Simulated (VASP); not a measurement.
# Pd in VASP: further runs

Runs on Pd. Level: PBE. Tasks: relaxation of the atoms.

Everything below comes from runs of VASP 6.6.1. Logs are shortened: lines on timing, memory, paths and dates and some standing lists are left out, and cuts for length are marked.

### 1 The cell of the first run

The cell holds a slab with vacuum, 3 atoms: a = 2.790 Å, b = 3.946 Å, c = 18.790 Å, α = 90.00°, β = 90.00°, γ = 90.00°.

### 2 Relaxation of the atoms, PBE

The input, INCAR:

```
PREC     = Accurate       # precision mode
ENCUT    = 520            # plane-wave cutoff, eV
EDIFF    = 1E-6           # SCF threshold, eV
ISMEAR   = -1             # smearing method
SIGMA    = 0.1            # smearing width, eV
LREAL    = F              # projectors in reciprocal space
LASPH    = T              # aspherical terms in the spheres
NELM     = 60             # most SCF steps
ALGO     = Normal         # electronic algorithm
ISIF     = 2              # what is computed and relaxed
LWAVE    = F              # write WAVECAR
LCHARG   = F              # write CHGCAR
LDIPOL   = T            
IDIPOL   = 3            
DIPOL    = 0.5 0.5 0.500
GGA      = PE             # functional
IBRION   = 2              # ionic algorithm
NSW      = 32             # ionic steps
EDIFFG   = -0.01          # ionic threshold
```

The input, KPOINTS:

```
Automatic mesh
0
Gamma
  12 8 1
```

The input, POSCAR:

```
Pd
1.0
    2.7903171809      0.0000000000      0.0000000000
    0.0000000000      3.9461044005      0.0000000000
    0.0000000000      0.0000000000     18.7903000000
Pd
3
Direct
    0.0000000000      0.0000000000      0.4296151601
    0.5000000000      0.5000000000      0.5000000044
    0.0000000000      0.0000000000      0.5703848355
```

Potentials or basis: VASP PAW PBE potentials, release 64 (Pd).

On the command line:

```bash
$ cat potpaw_PBE.64/Pd/POTCAR > POTCAR
$ mpirun -np 1 vasp_std > vasp.out
```

OUTCAR:

```text
PREC = Accurate
   ENCUT = 520
   EDIFF = 1E-6
   ISMEAR = -1
   LREAL = F
   LASPH = T
   NELM = 60
   ISIF = 2
   GGA = PE
   IBRION = 2
   NSW = 32
   EDIFFG = -0.01

 ion  position               nearest neighbor table
   1  0.000  0.000  0.430-   3 2.65   2 2.75   2 2.75   2 2.75   2 2.75
   2  0.500  0.500  0.500-   3 2.75   3 2.75   3 2.75   3 2.75   1 2.75   1 2.75   1 2.75   1 2.75

   3  0.000  0.000  0.570-   1 2.65   2 2.75   2 2.75   2 2.75   2 2.75

  LATTYP: Found a simple orthorhombic cell.
 ALAT       =     2.7903171809
 B/A-ratio  =     1.4142135624
 C/A-ratio  =     6.7341089854

  Lattice vectors:

 A1 = (   2.7903171809,   0.0000000000,   0.0000000000)
 A2 = (   0.0000000000,   3.9461044005,   0.0000000000)
 A3 = (   0.0000000000,   0.0000000000,  18.7903000000)

Analysis of symmetry for initial positions (statically):
=====================================================================
 Subroutine PRICEL returns:
 Original cell was already a primitive cell.

 Routine SETGRP: Setting up the symmetry group for a
 simple orthorhombic supercell.

 Subroutine GETGRP returns: Found  8 space group operations
 (whereof  8 operations were pure point group operations)
 out of a pool of  8 trial point group operations.

The static configuration has the point symmetry D_2h.

Analysis of symmetry for dynamics (positions and initial velocities):
=====================================================================
 Subroutine PRICEL returns:
 Original cell was already a primitive cell.

 Routine SETGRP: Setting up the symmetry group for a
 simple orthorhombic supercell.

 Subroutine GETGRP returns: Found  8 space group operations
 (whereof  8 operations were pure point group operations)
 out of a pool of  8 trial point group operations.

The dynamic configuration has the point symmetry D_2h.

 Subroutine INISYM returns: Found  8 space group operations
 (whereof  8 operations are pure point group operations),
 and found     1 'primitive' translations

----------------------------------------------------------------------------------------

                                     Primitive cell

  volume of cell :     206.8978

  direct lattice vectors                    reciprocal lattice vectors
     2.790317181  0.000000000  0.000000000     0.358382196  0.000000000  0.000000000
     0.000000000  3.946104400  0.000000000     0.000000000  0.253414481  0.000000000
     0.000000000  0.000000000 18.790300000     0.000000000  0.000000000  0.053218948

  length of vectors
     2.790317181  3.946104400 18.790300000     0.358382196  0.253414481  0.053218948

  position of ions in fractional coordinates (direct lattice)
     0.000000000  0.000000000  0.429615160
     0.500000000  0.500000000  0.500000004
     0.000000000  0.000000000  0.570384836

  ion indices of the primitive-cell ions
   primitive index   ion index
                 1           1
                 2           2
                 3           3

----------------------------------------------------------------------------------------

 KPOINTS: Automatic mesh

Automatic generation of k-mesh.
 Grid dimensions read from file:
 generate k-points for:   12    8    1

 Generating k-lattice:

  Cartesian coordinates                     Fractional coordinates (reciprocal lattice)
     0.029865183  0.000000000  0.000000000     0.083333333  0.000000000  0.000000000
     0.000000000  0.031676810  0.000000000     0.000000000  0.125000000  0.000000000
     0.000000000  0.000000000  0.053218948     0.000000000  0.000000000  1.000000000

  Length of vectors
     0.029865183  0.031676810  0.053218948

  Shift w.r.t. Gamma in fractional coordinates (k-lattice)
     0.000000000  0.000000000  0.000000000

 Subroutine IBZKPT returns following result:
 ===========================================

 Found     35 irreducible k-points:

 Following reciprocal coordinates:
            Coordinates               Weight
  0.000000  0.000000  0.000000      1.000000
  0.083333  0.000000  0.000000      2.000000
  0.166667  0.000000  0.000000      2.000000
  0.250000  0.000000  0.000000      2.000000
  0.333333  0.000000  0.000000      2.000000
  0.416667  0.000000  0.000000      2.000000
[... 16 lines left out ...]
  0.083333  0.375000  0.000000      4.000000
  0.166667  0.375000  0.000000      4.000000
 [... further k-points ...]
   k-points           NKPTS =     35   k-points in BZ     NKDIM =     35   number of bands    NBANDS=     19
   number of dos      NEDOS =    301   number of ions     NIONS =      3
   total plane-waves  NPLWV = 100800
   dimension x,y,z NGX =    24 NGY =   30 NGZ =  140
   dimension x,y,z NGXF=    48 NGYF=   60 NGZF=  280
   ions per type =               3
   NGX,Y,Z   is equivalent  to a cutoff of  14.30, 12.64, 12.39 a.u.
   NGXF,Y,Z  is equivalent  to a cutoff of  28.60, 25.28, 24.77 a.u.
 SYSTEM =  unknown system
   PREC   = accura    normal or accurate (medium, high low for compatibility)
   ISTART =      0    job   : 0-new  1-cont  2-samecut
   ICHARG =      2    charge: 1-file 2-atom 10-const
   ISPIN  =      1    spin polarized calculation?
   LNONCOLLINEAR =      F non collinear calculations
   LSORBIT =      F    spin-orbit coupling
   LASPH  =      T    aspherical Exc in radial PAW
   ENCUT  =  520.0 eV  38.22 Ry    6.18 a.u.   5.19  7.34 34.94*2*pi/ulx,y,z
   NELM   =     60;   NELMIN=  2; NELMDL= -5     # of ELM steps
   EDIFF  = 0.1E-05   stopping-criterion for ELM
   LREAL  =      F    real-space projection
   EDIFFG = -.1E-01   stopping-criterion for IOM
   NSW    =     32    number of steps for IOM
   IBRION =      2    ionic relax: 0-MD 1-quasi-New 2-CG
   NFREE  =      1    steps in history (QN), initial steepest desc. (CG)
   ISIF   =      2    stress and relaxation
   ISYM   =      2    0-nonsym 1-usesym 2-fastsym
   POTIM  = 0.5000    time-step for ionic-motion
   TEBEG  =    0.0;   TEEND  =   0.0 temperature during run
   PSTRESS=    0.0 pullay stress
   NELECT =      30.0000    total number of electrons
   NUPDOWN=      -1.0000    fix difference up-down
   EMIN   =  10.00;   EMAX   =-10.00  energy-range for DOS
   EFERMI =   0.00;   METHOD = LEGACY
   ISMEAR =    -1;   SIGMA  =   0.10  broadening in eV -4-tet -1-fermi 0-gaus
   EFERMI_NEDOS =   21; number of points for ismear=-14 and -15
   IALGO  =     38    algorithm
   IMIX   =      4    mixing-type and parameters
     AMIX     =   0.40;   BMIX     =  1.00
     AMIX_MAG =   1.60;   BMIX_MAG =  1.00
  volume/ion in A,a.u.               =      68.97       465.41
  Fermi-wavevector in a.u.,A,eV,Ry     =   0.860062  1.625282 10.064329  0.739707
  Thomas-Fermi vector in A             =   1.977511
   LORBIT       =      0    0 simple, 1 ext, 2 COOP (PROOUT), +10 PAW based schemes
   GGA     = PE    functional components
   LHFCALC =     F    Hartree Fock is set to
   AEXX    =    0.0000 exact exchange contribution
   IVDW    =     0    specifies the selected vdW correction
   LEPSILON=     F    determine dielectric tensor
   LRPA    =     F    only Hartree local field effects (RPA)
 conjugate gradient relaxation of ions
 non-spin polarized calculation
  energy-cutoff  :      520.00
  volume of cell :      206.90
 maximum number of plane-waves:      5606
 NGX is ok and might be reduce to    24
   NGX = 11   NGY = 15   NGZ = 69

 dipolmoment           0.000000      0.000000      0.000000 electrons x Angstroem

--------------------------------------- Ionic step        1  -------------------------------------------

 number of electron      30.0000002 magnetization

 Free energy of the ion-electron system (eV)
  ---------------------------------------------------
  ext. energy  EPLUGINS =         0.00000000
  ---------------------------------------------------
  free energy    TOTEN  =       -13.57288202 eV

  energy without entropy =      -13.32857117  energy(sigma->0) =      -13.45072660

------------------------ aborting loop because EDIFF is reached ----------------------------------------

  FORCE on cell =-STRESS in cart. coord.  units (eV):
  Direction    XX          YY          ZZ          XY          YZ          ZX
  --------------------------------------------------------------------------------------
  -------------------------------------------------------------------------------------
  Total       -2.3049982     -1.5256552     -0.0928669     -0.0000000      0.0000000      0.0000000
  in kB      -17.8494694    -11.8143847     -0.7191433     -0.0000000      0.0000000      0.0000000
  external PRESSURE =     -10.1276658 kB  Pullay stress =       0.0000000 kB

 VOLUME and BASIS-vectors are now :
 -----------------------------------------------------------------------------
  energy-cutoff  :      520.00
  volume of cell :      206.90
      direct lattice vectors                 reciprocal lattice vectors
     2.790317181  0.000000000  0.000000000     0.358382196  0.000000000  0.000000000
     0.000000000  3.946104400  0.000000000     0.000000000  0.253414481  0.000000000
     0.000000000  0.000000000 18.790300000     0.000000000  0.000000000  0.053218948
[... 38 lines left out ...]
 POSITION                                       TOTAL-FORCE (eV/Angst)
 -----------------------------------------------------------------------------------
      0.00000      0.00000      8.07388         0.000000      0.000000      0.015327
      1.39516      1.97305      9.39515         0.000000      0.000000      0.000000
      0.00000      0.00000     10.71642         0.000000      0.000000     -0.015327
 -----------------------------------------------------------------------------------
    total drift:                               -0.000000     -0.000000     -0.000014

  FREE ENERGIE OF THE ION-ELECTRON SYSTEM (eV)
  ---------------------------------------------------
  free  energy   TOTEN  =       -13.5729360527 eV

  energy  without entropy=      -13.3287579093  energy(sigma->0) =      -13.45084698

--------------------------------------- Ionic step        3  -------------------------------------------

 number of electron      30.0000004 magnetization

 dipolmoment           0.000000      0.000000     -0.000000 electrons x Angstroem

 Free energy of the ion-electron system (eV)
  ---------------------------------------------------
  ext. energy  EPLUGINS =         0.00000000
  ---------------------------------------------------
  free energy    TOTEN  =       -13.57295762 eV

  energy without entropy =      -13.32896279  energy(sigma->0) =      -13.45096020

 E-fermi :  -1.5797     XC(G=0):  -3.8345

 val. band max:       -1.5813463479   @ k =   0.4167   0.1250   0.0000
 cond. band min:      -1.5717319037   @ k =   0.2500   0.1250   0.0000
 fundamental gap:      0.0096144441
 Fermi energy:        -1.5797452482

 k-point     1 :       0.0000    0.0000    0.0000
  band No.  band energies     occupation
      1      -6.9422      2.00000
      2      -5.9736      2.00000
      3      -5.1125      2.00000
      4      -4.8727      2.00000
      5      -4.1854      2.00000
      6      -4.0193      2.00000
[... 11 lines left out ...]
     18       0.7802      0.00000
     19       2.9620      0.00000
[... 485 lines left out ...]
 k-point    24 :       0.1667    0.3750    0.0000
  band No.  band energies     occupation
      1      -5.6442      2.00000
      2      -5.0281      2.00000
      3      -5.0279      2.00000
      4      -4.7709      2.00000
      5      -4.2938      2.00000
      6      -3.9040      2.00000
[... 11 lines left out ...]
     18       0.4359      0.00000
     19       2.6141      0.00000

 [... further k-points ...]

------------------------ aborting loop because EDIFF is reached ----------------------------------------

 vacuum level on the upper side and lower side of the slab       (xc-potential included)        -0.027        -0.027

  FORCE on cell =-STRESS in cart. coord.  units (eV):
  Direction    XX          YY          ZZ          XY          YZ          ZX
  --------------------------------------------------------------------------------------
  -------------------------------------------------------------------------------------
  Total       -2.2690721     -1.4697755     -0.0228886     -0.0000000      0.0000000      0.0000000
  in kB      -17.5712645    -11.3816633     -0.1772451     -0.0000000      0.0000000      0.0000000
  external PRESSURE =      -9.7100576 kB  Pullay stress =       0.0000000 kB

 VOLUME and BASIS-vectors are now :
 -----------------------------------------------------------------------------
  energy-cutoff  :      520.00
  volume of cell :      206.90
      direct lattice vectors                 reciprocal lattice vectors
     2.790317181  0.000000000  0.000000000     0.358382196  0.000000000  0.000000000
     0.000000000  3.946104400  0.000000000     0.000000000  0.253414481  0.000000000
     0.000000000  0.000000000 18.790300000     0.000000000  0.000000000  0.053218948

 POSITION                                       TOTAL-FORCE (eV/Angst)
 -----------------------------------------------------------------------------------
      0.00000      0.00000      8.07563         0.000000      0.000000     -0.002408
      1.39516      1.97305      9.39515         0.000000      0.000000      0.000000
      0.00000      0.00000     10.71467         0.000000      0.000000      0.002408
 -----------------------------------------------------------------------------------
    total drift:                                0.000000      0.000000     -0.000014

  FREE ENERGIE OF THE ION-ELECTRON SYSTEM (eV)
  ---------------------------------------------------
  free  energy   TOTEN  =       -13.5729576195 eV

  energy  without entropy=      -13.3289627891  energy(sigma->0) =      -13.45096020

 reached required accuracy - stopping structural energy minimisation

 vacuum level on the upper side and lower side of the slab         3.055         3.055
```

It took 2.3 min on 1 thread of Intel Xeon Platinum 8559C (Emerald Rapids), shared host; peak memory 0.38 GiB.

Results:

```yaml
Free_energy: -13.5730 eV
Energy_gained_by_relaxing: 0.0 meV/atom
Ionic_steps: 3
Band_gap_on_the_k_mesh: zero (bands 15 and 16 overlap by 0.28 eV)
```

Forces in eV/Å, atoms in the order of the input:
```
Pd   0.000  0.000 -0.002
Pd   0.000  0.000  0.000
Pd   0.000  0.000  0.002
```

Final structure:
```xyz
3
Lattice="2.7903 0.0000 0.0000 0.0000 3.9461 0.0000 0.0000 0.0000 18.7903" Properties=species:S:1:pos:R:3 pbc="T T T"
Pd    0.0000    0.0000    8.0756
Pd    1.3952    1.9731    9.3951
Pd    0.0000    0.0000   10.7147
```

### 3 Relaxation of the atoms, PBE

The input, INCAR:

```
SYSTEM = Pd
ALGO = Normal ; DIPOL = 0.5 0.5 0.500
EDIFF = 1E-6 ; EDIFFG = -0.01
ENCUT = 520 ; GGA = PE
IBRION = 2 ; IDIPOL = 3
ISIF = 2 ; ISMEAR = -1
LASPH = .True. ; LCHARG = .False.
LDIPOL = .True. ; LREAL = .False.
LWAVE = .False. ; NELM = 80
NSW = 60 ; PREC = Accurate
SIGMA = 0.1
```

The input, KPOINTS:

```
k-points
0
Gamma
  12 8 1
  0 0 0
```

The input, POSCAR:

```
Pd
1.0
    2.7903171809      0.0000000000      0.0000000000
    0.0000000000      3.9461044005      0.0000000000
    0.0000000000      0.0000000000     18.7903000000
Pd
3
Direct
    0.0000000000      0.0000000000      0.4257511274
    0.5000000000      0.5000000000      0.5000000000
    0.0000000000      0.0000000000      0.5742488726
```

Potentials or basis: VASP PAW PBE potentials, release 64 (Pd).

On the command line:

```bash
$ cat potpaw_PBE.64/Pd/POTCAR > POTCAR
$ mpirun -np 1 vasp_std > vasp.out
```

It took 4 min on 1 thread of Oxide Virtual Turin-like, shared host; peak memory 0.34 GiB.

Results (log left out):

- Free energy: -13.5730 eV
- Energy gained by relaxing: 15.8 meV/atom
- Ionic steps: 4
- Band gap on the k mesh: zero (bands 15 and 16 overlap by 0.28 eV)

Forces on the atoms (eV/Å):
```
Pd   0.000  0.000 -0.003
Pd   0.000  0.000  0.000
Pd   0.000  0.000  0.003
```

Step by step:
```
step  energy change (eV)  largest force (eV/Å)  pressure (GPa)
   1              0.0000                0.5804           -2.00
   2             -0.0276                0.3968           -1.65
   3             -0.0474                0.0235           -1.01
   4             -0.0475                0.0028           -0.97
```

Final structure:
```xyz
3
Lattice="2.7903 0.0000 0.0000 0.0000 3.9461 0.0000 0.0000 0.0000 18.7903" Properties=species:S:1:pos:R:3 pbc="T T T"
Pd    0.0000    0.0000    8.0756
Pd    1.3952    1.9731    9.3951
Pd    0.0000    0.0000   10.7147
```

Levels at points of the mesh, in eV from the Fermi level:
```tsv
k point	band 13	band 14	band 15	band 16	band 17	band 18
(0.00, 0.00, 0.00)	-0.76	-0.62	-0.23	-0.08	0.23	2.36
(0.50, 0.00, 0.00)	-0.09	0.12	0.17	2.61	2.89	3.63
(0.00, 0.50, 0.00)	-0.39	-0.30	-0.16	0.15	0.17	1.82
(0.50, 0.50, 0.00)	0.03	0.06	0.07	2.88	3.32	6.83
```
